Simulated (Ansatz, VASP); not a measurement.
## One calculation of Mo, two programs

POSCAR

```
Mo
1.0
    2.7765430532      0.0000000000      0.0000000000
   -1.3882715266      2.4045568187      0.0000000000
    0.0000000000      0.0000000000      2.5935084105
Mo
1
Direct
    0.0000000000      0.0000000000      0.5000000000
```

File INCAR.step1:

```
  PREC = Accurate
  ENCUT = 520
  ISMEAR = 0
  SIGMA = 0.15
  LREAL = False
  LASPH = True
  NELM = 80
  NBANDS = 13
  GGA = PE
  ALGO = Normal
  EDIFF = 1E-4
  LWAVE = True
  LCHARG = False
```

File INCAR.step2:

```
  PREC = Accurate
  ENCUT = 520
  EDIFF = 1E-6
  ISMEAR = 0
  SIGMA = 0.15
  LREAL = False
  LASPH = True
  NELM = 80
  ALGO = Normal
  ISIF = 2
  LWAVE = False
  LCHARG = True
  METAGGA = R2SCAN
  LMIXTAU = True
  LELF = True
  LVHAR = True
  NBANDS = 13
  ISTART = 1
```

Contents of KPOINTS:

```
regular mesh
0
Gamma
  18 18 18
```

Input for Ansatz:

```yaml
crystal:
  lattice:
    - [2.7765430532, 0.0, 0.0]
    - [-1.3882715266, 2.4045568187, 0.0]
    - [0.0, 0.0, 2.5935084105]
  atoms:
    - { symbol: Mo, position: [0.0, 0.0, 0.5] }
basis:
  ecutwfc: 500
kpoints:
  mp_grid: { grid: [18, 18, 18] }
hamiltonian:
  xc: r2scan
scf:
  occupations: { method: gaussian, width: 0.15 }
output:
  forces: true
  stress: true
  eigenvalues: true
  write_density: true
  write_potential: true
  elf: true
  volumetric_format: npy
```

Change from the starting cell: strain +0.015 along x and y, +0.015 along z, atoms carried along.

Alike in both runs: task single point; functional r2SCAN; k mesh 18 × 18 × 18; occupations gaussian, width 0.15 eV; no spin polarisation.

|  | VASP | Ansatz |
| --- | --- | --- |
| version | VASP 6.6.1 | Ansatz 0.2.0 |
| potentials or method | VASP PAW PBE potentials, release 64 (Mo_sv), cutoff 520 eV | scalar-relativistic, plane waves, PAW |
| valence electrons in the cell | 14 | 14 |

VASP gave:

| Item | Value |
| --- | --- |
| gap on the k mesh at the Fermi level (eV) | none |
| pressure (GPa) | -7.7 |
| traceless stress, the component that is largest in VASP (GPa) | -2.94 |

Problem. What did Ansatz give for the same quantities?

Solution. gap on the k mesh at the Fermi level (eV): none; pressure (GPa): -8.5; traceless stress, the component that is largest in VASP (GPa): -3.03.

VASP's potentials were made for PBE, not for r2SCAN. A gap of «none» marks a metal or a gap that the smearing closes.
